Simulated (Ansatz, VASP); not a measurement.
**Si3C2 in VASP and in Ansatz**

```
CELL_PARAMETERS angstrom
3.51781 0.00000 0.00000
0.00000 3.56875 0.00000
0.00000 0.00000 6.15236
ATOMIC_POSITIONS crystal
Si 0.50000 0.00000 0.81420
Si 0.50000 0.00000 0.15643
Si 0.00000 0.00000 0.35889
C 0.00000 0.50000 0.00345
C 0.50000 0.50000 0.49503
```

Change from the starting cell: species swapped into the Er2Si3 type (Pmm2, No. 25).

Alike in both runs: task relaxation of cell and atoms; functional PBE; k mesh 6 × 6 × 4; occupations gaussian, width 0.1 eV; no spin polarisation.

```csv
,VASP,Ansatz
version,VASP 6.6.1,Ansatz 0.2.0
potentials or method,"VASP PAW PBE potentials, release 64 (Si, C), cutoff 600 eV","scalar-relativistic, plane waves, PAW"
valence electrons in the cell,20,20
```

VASP gave:

```
gap on the k mesh at the Fermi level, each at its own relaxed structure (eV) : none
relaxed volume (Å³/atom)                                                     : 10.57
relaxed cell length with the largest relative difference (Å)                 : 2.806
```

Task: Which values does Ansatz return?

Result: gap on the k mesh at the Fermi level, each at its own relaxed structure (eV): none; relaxed volume (Å³/atom): 10.58; relaxed cell length with the largest relative difference (Å): 2.808.

A gap of «none» marks a metal or a gap that the smearing closes.

Noted on VASP's run: the volume moved by over 15 % at a fixed basis, so the end points are rough.
